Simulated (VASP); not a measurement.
Input of a VASP 6.6.1 run:

File POSCAR:

```
Mg2Si
1.0
    0.0000000000      3.1690589403      3.1690589403
    3.1690589403      0.0000000000      3.1690589403
    3.1690589403      3.1690589403      0.0000000000
Mg Si
2 1
Direct
    0.2500000000      0.2500000000      0.2500000000
    0.7500000000      0.7500000000      0.7500000000
    0.0000000000      0.0000000000      0.0000000000
```

File INCAR.step1:

```
SYSTEM = Mg2Si
ALGO     = Normal         ! electronic algorithm
EDIFF    = 1E-5           ! SCF threshold, eV
ENCUT    = 660            ! plane-wave cutoff, eV
GGA      = PE             ! functional
GGA_COMPAT= .False.      
ISMEAR   = 0              ! smearing method
LASPH    = .True.         ! aspherical terms in the spheres
LCHARG   = .False.        ! write CHGCAR
LREAL    = .False.        ! projectors in reciprocal space
LWAVE    = .True.         ! write WAVECAR
NBANDS   = 11             ! bands
NELM     = 120            ! most SCF steps
PREC     = Accurate       ! precision mode
SIGMA    = 0.05           ! smearing width, eV
```

INCAR.step2

```
SYSTEM = Mg2Si
ALGO     = Normal         ! electronic algorithm
EDIFF    = 1E-6           ! SCF threshold, eV
ENCUT    = 660            ! plane-wave cutoff, eV
GGA_COMPAT= .False.      
ISIF     = 2              ! what is computed and relaxed
ISMEAR   = 0              ! smearing method
ISTART   = 1            
LASPH    = .True.         ! aspherical terms in the spheres
LCHARG   = .True.         ! write CHGCAR
LELF     = .True.         ! ELF
LMIXTAU  = .True.       
LREAL    = .False.        ! projectors in reciprocal space
LVHAR    = .True.       
LWAVE    = .False.        ! write WAVECAR
METAGGA  = R2SCAN         ! meta-GGA
NBANDS   = 11             ! bands
NELM     = 120            ! most SCF steps
PREC     = Accurate       ! precision mode
SIGMA    = 0.05           ! smearing width, eV
```

File KPOINTS:

```
k-points
0
Gamma
  10 10 10
  0 0 0
```

Potentials or basis: VASP PAW PBE potentials, release 64 (Mg, Si).

The run is started by

```console
$ cat potpaw_PBE.64/Mg/POTCAR potpaw_PBE.64/Si/POTCAR > POTCAR
$ cp INCAR.step1 INCAR
$ mpirun -np 1 vasp_std > vasp.out
$ cp INCAR.step2 INCAR
$ mpirun -np 1 vasp_std > vasp.out
```

(1) Estimate the band gap on the k mesh.

(2) Predict the pressure.

Results:

(1) 0.45 eV, indirect (least direct gap 2.48 eV).

(2) -0.3 GPa.

Caveat: the PAW data sets were made with another functional, which shifts forces and pressure a little.
